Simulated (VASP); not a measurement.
Wanted: the native input for a VASP 6.6.1 run.

```yaml
Task: relaxation of cell and atoms
Functional: r2SCAN
Potentials_or_basis: VASP PAW PBE potentials, release 64 (Sr_sv, Ti_sv, O)
Cutoff: 600 eV
k_mesh: 6 × 6 × 6
Occupations: fermi-dirac, width 0.02 eV
Spin: no spin polarisation
Dipole_correction: no
Further_INCAR_settings: ALGO = Normal; EDIFF = 1e-06; IBRION = 2; EDIFFG = -0.005; NSW = 80; ISIF = 3
```

Crystal: SrTiO3.

```
Sr Ti O
1.0
     3.93643    0.00000    0.00000
     0.00000    3.93643    0.00000
     0.00000    0.00000    3.93643
Sr Ti O
1 1 3
Direct
  0.00000 0.00000 0.00000
  0.50000 0.50000 0.50000
  0.50000 0.50000 0.00000
  0.50000 0.00000 0.50000
  0.00000 0.50000 0.50000
```

The input as run:

POSCAR

```
SrTiO3
1.0
    3.9364286864      0.0000000000      0.0000000000
    0.0000000000      3.9364286864      0.0000000000
    0.0000000000      0.0000000000      3.9364286864
Sr Ti O
1 1 3
Direct
    0.0000000000      0.0000000000      0.0000000000
    0.5000000000      0.5000000000      0.5000000000
    0.5000000000      0.5000000000      0.0000000000
    0.5000000000      0.0000000000      0.5000000000
    0.0000000000      0.5000000000      0.5000000000
```

INCAR.step1

```
ALGO = Normal ; EDIFF = 1E-4
ENCUT = 600 ; GGA = PE
ISMEAR = -1 ; LASPH = T
LCHARG = F ; LREAL = F
LWAVE = T ; NELM = 80
PREC = Accurate ; SIGMA = 0.02
```

INCAR.step2

```
ALGO = Normal ; EDIFF = 1E-6
EDIFFG = -0.005 ; ENCUT = 600
IBRION = 2 ; ISIF = 3
ISMEAR = -1 ; ISTART = 1
LASPH = T ; LCHARG = F
LMIXTAU = T ; LREAL = F
LWAVE = F ; METAGGA = R2SCAN
NELM = 80 ; NSW = 80
PREC = Accurate ; SIGMA = 0.02
```

KPOINTS

```
k-points
0
Gamma
  6 6 6
```

Potentials or basis: VASP PAW PBE potentials, release 64 (Sr_sv, Ti_sv, O).

Run with:

```bash
$ cat potpaw_PBE.64/Sr_sv/POTCAR potpaw_PBE.64/Ti_sv/POTCAR potpaw_PBE.64/O/POTCAR > POTCAR
$ cp INCAR.step1 INCAR
$ mpirun -np 1 vasp_std > vasp.out
$ cp INCAR.step2 INCAR
$ mpirun -np 1 vasp_std > vasp.out
```

It gave:

```json
{"Relaxed volume": "11.97 Å³/atom", "Relaxed cell": "a = 3.912 Å, b = 3.912 Å, c = 3.912 Å, α = 90.00°, β = 90.00°, γ = 90.00°", "Space group after relaxing (to 0.1 Å)": "Pm-3m (No. 221)", "Energy gained by relaxing": "2.4 meV/atom", "Ionic steps": "3", "Pressure after relaxing": "0.0 GPa", "Band gap on the k mesh": "2.26 eV (least direct gap 2.65 eV)"}
```

Caveat: the PAW data sets were made with another functional, which shifts forces and pressure a little.

Wall time 120 s on 1 thread of Intel(R) Xeon(R) 6975P-C (Granite Rapids), on a shared host, peak memory 0.22 GiB.
